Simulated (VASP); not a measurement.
# SiO2 (P4_2/mnm) in VASP: a series of runs, part 2 of 2

VASP 6.6.1. Earlier steps stand in the parts before.

### Step 4. Single point, PBE (7.08 Å³/atom)

This run uses another cell than the first one, of 7.08 Å³/atom.

Contents of INCAR:

```
SYSTEM = SiO2
PREC = Accurate
ENCUT = 520
EDIFF = 1E-7
ISMEAR = 0
SIGMA = 0.05
LREAL = .False.
LASPH = .True.
NELM = 100
ALGO = Normal
ISIF = 2
LWAVE = .False.
LCHARG = .True.
GGA = PE
LELF = .True.
LVHAR = .True.
NBANDS = 25
```

Contents of KPOINTS:

```
Automatic mesh
0
Gamma
  6 6 10
  0 0 0
```

Contents of POSCAR:

```
SiO2
1.0
    3.9782611155      0.0000000000      0.0000000000
    0.0000000000      3.9782611155      0.0000000000
    0.0000000000      0.0000000000      2.6833371224
Si O
2 4
Direct
    0.5000000000      0.5000000000      0.5000000000
    0.0000000000      0.0000000000      0.0000000000
    0.6930127928      0.6930127928      0.0000000000
    0.1930127928      0.8069872072      0.5000000000
    0.3069872072      0.3069872072      0.0000000000
    0.8069872072      0.1930127928      0.5000000000
```

Potentials or basis: VASP PAW PBE potentials, release 64 (Si, O).

The run is started by

```
$ cat potpaw_PBE.64/Si/POTCAR potpaw_PBE.64/O/POTCAR > POTCAR
$ mpirun -np 1 vasp_std > vasp.out
```

OUTCAR:

```text
SYSTEM = SiO2
   PREC = Accurate
   ENCUT = 520
   EDIFF = 1E-7
   ISMEAR = 0
   LREAL = .False.
   LASPH = .True.
   NELM = 100
   ISIF = 2
   GGA = PE

 ion  position               nearest neighbor table
   1  0.500  0.500  0.500-   3 1.73   5 1.73   3 1.73   5 1.73   4 1.73   6 1.73   2 3.12   2 3.12
                             2 3.12   2 3.12   2 3.12   2 3.12   2 3.12   2 3.12
   2  0.000  0.000  0.000-   4 1.73   6 1.73   4 1.73   6 1.73   5 1.73   3 1.73   1 3.12   1 3.12
                             1 3.12   1 3.12   1 3.12   1 3.12   1 3.12   1 3.12
   3  0.693  0.693  0.000-   1 1.73   1 1.73   2 1.73
   4  0.193  0.807  0.500-   2 1.73   2 1.73   1 1.73
   5  0.307  0.307  0.000-   1 1.73   1 1.73   2 1.73
   6  0.807  0.193  0.500-   2 1.73   2 1.73   1 1.73

  LATTYP: Found a simple tetragonal cell.
 ALAT       =     3.9782611155
 C/A-ratio  =     0.6745000000

  Lattice vectors:

 A1 = (   3.9782611155,   0.0000000000,   0.0000000000)
 A2 = (   0.0000000000,   3.9782611155,   0.0000000000)
 A3 = (   0.0000000000,   0.0000000000,   2.6833371224)

Analysis of symmetry for initial positions (statically):
=====================================================================
 Subroutine PRICEL returns:
 Original cell was already a primitive cell.

 Routine SETGRP: Setting up the symmetry group for a
 simple tetragonal supercell.

 Subroutine GETGRP returns: Found 16 space group operations
 (whereof  8 operations were pure point group operations)
 out of a pool of 16 trial point group operations.

The static configuration has the point symmetry D_2h.
 The point group associated with its full space group is D_4h.

Analysis of symmetry for dynamics (positions and initial velocities):
=====================================================================
 Subroutine PRICEL returns:
 Original cell was already a primitive cell.

[... 137 lines left out ...]
  volume/ion in A,a.u.               =       7.08        47.76
  Fermi-wavevector in a.u.,A,eV,Ry     =   1.489719  2.815160 30.194883  2.219261
  Thomas-Fermi vector in A             =   2.602591
   LORBIT       =      0    0 simple, 1 ext, 2 COOP (PROOUT), +10 PAW based schemes
   GGA     = PE    functional components
   LHFCALC =     F    Hartree Fock is set to
   AEXX    =    0.0000 exact exchange contribution
   IVDW    =     0    specifies the selected vdW correction
   LEPSILON=     F    determine dielectric tensor
   LRPA    =     F    only Hartree local field effects (RPA)
 non-spin polarized calculation
 Gauss-broadening in eV      SIGMA  =   0.05
  energy-cutoff  :      520.00
  volume of cell :       42.47
 maximum number of plane-waves:      1170
 NGX is ok and might be reduce to    30
   NGX = 15   NGY = 15   NGZ =  9

 number of electron      31.9999996 magnetization

 Free energy of the ion-electron system (eV)
  ---------------------------------------------------
  ext. energy  EPLUGINS =         0.00000000
  ---------------------------------------------------
  free energy    TOTEN  =       -45.43204292 eV

  energy without entropy =      -45.43204292  energy(sigma->0) =      -45.43204292

 E-fermi :   9.8205     XC(G=0): -12.7783

 val. band max:        9.6028306696   @ k =   0.0000   0.0000   0.0000
 cond. band min:      15.8013086724   @ k =   0.0000   0.0000   0.0000
 fundamental gap:      6.1984780028
 Fermi energy:         9.8205465288

 k-point     1 :       0.0000    0.0000    0.0000
  band No.  band energies     occupation
      1     -13.9283      2.00000
      2      -9.6388      2.00000
      3      -9.6388      2.00000
      4      -9.3486      2.00000
      5      -1.7543      2.00000
      6       2.6082      2.00000
[... 661 lines left out ...]
     24      22.3885      0.00000
     25      24.4689      0.00000

 [... further k-points ...]

------------------------ aborting loop because EDIFF is reached ----------------------------------------

  FORCE on cell =-STRESS in cart. coord.  units (eV):
  Direction    XX          YY          ZZ          XY          YZ          ZX
  --------------------------------------------------------------------------------------
  -------------------------------------------------------------------------------------
  Total       14.4298675     14.4298675      8.7660396      0.0000000      0.0000000      0.0000000
  in kB      544.3912266    544.3912266    330.7137128      0.0000000      0.0000000      0.0000000
  external PRESSURE =     473.1653886 kB  Pullay stress =       0.0000000 kB

 VOLUME and BASIS-vectors are now :
 -----------------------------------------------------------------------------
  energy-cutoff  :      520.00
  volume of cell :       42.47
      direct lattice vectors                 reciprocal lattice vectors
     3.978261116  0.000000000  0.000000000     0.251366105  0.000000000  0.000000000
     0.000000000  3.978261116  0.000000000     0.000000000  0.251366105  0.000000000
     0.000000000  0.000000000  2.683337122     0.000000000  0.000000000  0.372670281

 POSITION                                       TOTAL-FORCE (eV/Angst)
 -----------------------------------------------------------------------------------
      1.98913      1.98913      1.34167         0.000000     -0.000000      0.000000
      0.00000      0.00000      0.00000         0.000000     -0.000000      0.000000
      2.75699      2.75699      0.00000         0.794250      0.794250      0.000000
      0.76786      3.21041      1.34167         0.794250     -0.794250      0.000000
      1.22128      1.22128      0.00000        -0.794250     -0.794250     -0.000000
      3.21041      0.76786      1.34167        -0.794250      0.794250      0.000000
 -----------------------------------------------------------------------------------
    total drift:                               -0.000000      0.000000     -0.000000

  FREE ENERGIE OF THE ION-ELECTRON SYSTEM (eV)
  ---------------------------------------------------
  free  energy   TOTEN  =       -45.4320429242 eV

  energy  without entropy=      -45.4320429242  energy(sigma->0) =      -45.43204292
```

stdout:

```text
POSCAR found type information on POSCAR SiO
 POSCAR found :  2 types and       6 ions
 scaLAPACK will be used
 LDA part: xc-table for (Slater+PW92), standard interpolation
 POSCAR, INCAR and KPOINTS ok, starting setup
 FFT: planning ... GRIDC
 FFT: planning ... GRID_SOFT
 FFT: planning ... GRID
 WAVECAR not read
 entering main loop
```

It took 33 s on 1 thread of Intel Xeon Platinum 8488C (Sapphire Rapids), shared host; peak memory 0.17 GiB.

Results:

```
Free energy            : -45.4320 eV
Pressure               : 47.3 GPa
Largest force          : 1.123 eV/Å
Band gap on the k mesh : 6.20 eV
```

Forces on the atoms (eV/Å):
```
Si   0.000  0.000  0.000
Si   0.000  0.000  0.000
O    0.794  0.794  0.000
O    0.794 -0.794  0.000
O   -0.794 -0.794  0.000
O   -0.794  0.794  0.000
```

Stress tensor (GPa, compression positive):
```
54.44  0.00  0.00
 0.00 54.44  0.00
 0.00  0.00 33.07
```

Caveat: the cell stands under pressure; forces of over 1 eV/Å act on the atoms, so gaps and moduli don't describe the material at rest. A k mesh can miss the band edges.

### Step 5. Single point, PBE (7.08 Å³/atom)

This run uses another cell than the first one, of 7.08 Å³/atom.

Contents of INCAR:

```
SYSTEM = SiO2
  PREC = Accurate
  ENCUT = 520
  EDIFF = 1E-7
  ISMEAR = 0
  SIGMA = 0.05
  LREAL = .False.
  LASPH = .True.
  NELM = 100
  ALGO = Normal
  ISIF = 2
  LWAVE = .False.
  LCHARG = .False.
  GGA = PE
  NBANDS = 25
```

KPOINTS is that of step 4.

POSCAR: that of step 4 with these lines changed.

```diff
@@ -2,5 +2,5 @@
 1.0
-    3.9782611155      0.0000000000      0.0000000000
-    0.0000000000      3.9782611155      0.0000000000
-    0.0000000000      0.0000000000      2.6833371224
+    3.8991392357      0.0000000000      0.0000000000
+    0.0000000000      3.8991392357      0.0000000000
+    0.0000000000      0.0000000000      2.7933433485
 Si O
```

The run is started by

```
$ cat potpaw_PBE.64/Si/POTCAR potpaw_PBE.64/O/POTCAR > POTCAR
$ mpirun -np 1 vasp_std > vasp.out
```

Run time: 39 s. Hardware: 1 thread of Intel Xeon Platinum 8488C (Sapphire Rapids), shared host; peak memory 0.18 GiB.

It converged, with:

| Item | Value |
| --- | --- |
| Free energy | -45.0412 eV |
| Pressure | 46.2 GPa |
| Largest force | 1.125 eV/Å |
| Band gap on the k mesh | 5.53 eV |

Forces on the atoms (eV/Å):
```
Si   0.000  0.000  0.000
Si   0.000  0.000  0.000
O    0.796  0.796  0.000
O    0.796 -0.796  0.000
O   -0.796 -0.796  0.000
O   -0.796  0.796  0.000
```

Stress tensor (GPa, compression positive):
```
63.33  0.00  0.00
 0.00 63.33  0.00
 0.00  0.00 11.97
```

Levels at points of the mesh, in eV from the valence-band top:
```tsv
k point	band 12	band 13	band 14	band 15	band 16	band 17	band 18	band 19	band 20	band 21
(0.00, 0.00, 0.00)	-3.76	-2.87	-0.69	-0.69	0.00	5.53	6.73	7.74	7.74	11.02
(0.50, 0.00, 0.00)	-4.07	-3.10	-3.10	-1.00	-1.00	7.75	7.75	8.68	8.68	13.08
(0.50, 0.50, 0.00)	-4.02	-3.08	-3.08	-2.00	-2.00	7.49	7.49	9.95	9.95	14.95
(0.00, 0.00, 0.50)	-4.39	-3.74	-3.74	-2.75	-2.75	10.74	10.74	12.85	12.85	13.61
(0.50, 0.00, 0.50)	-4.18	-2.03	-2.03	-1.73	-1.73	10.22	10.22	12.18	12.18	12.94
(0.50, 0.50, 0.50)	-4.14	-1.48	-1.48	-1.45	-1.45	8.97	8.97	12.16	12.16	12.66
```

Caveat: the cell stands under pressure; forces of over 1 eV/Å act on the atoms, so gaps and moduli don't describe the material at rest. A k mesh can miss the band edges.

### Step 6. The runs side by side

| cell | gap on the mesh (eV) | pressure (GPa) | largest force (eV/Å) |
| --- | --- | --- | --- |
| a = 3.957, b = 3.957, c = 2.589 Å, 6 atoms | 6.76 | 73.5 | 1.49 |
| a = 4.142, b = 4.142, c = 2.476 Å, 6 atoms | 7.58 | 55.5 | 0.97 |
| a = 3.978, b = 3.978, c = 2.683 Å, 6 atoms | 6.20 | 47.3 | 1.12 |
| a = 3.899, b = 3.899, c = 2.793 Å, 6 atoms | 5.53 | 46.2 | 1.13 |

Alike in all rows: task single point; level PBE; potentials or basis VASP PAW PBE potentials, release 64 (Si, O); no spin polarisation; k mesh 6 × 6 × 10; cutoff (eV) 520; smearing gaussian 0.05 eV.

Caveats: the cell stands under pressure; forces of over 1 eV/Å act on the atoms, so gaps and moduli don't describe the material at rest (at least some runs).

Total energies depend on the potentials used, so only differences within one code and one set of settings carry meaning.
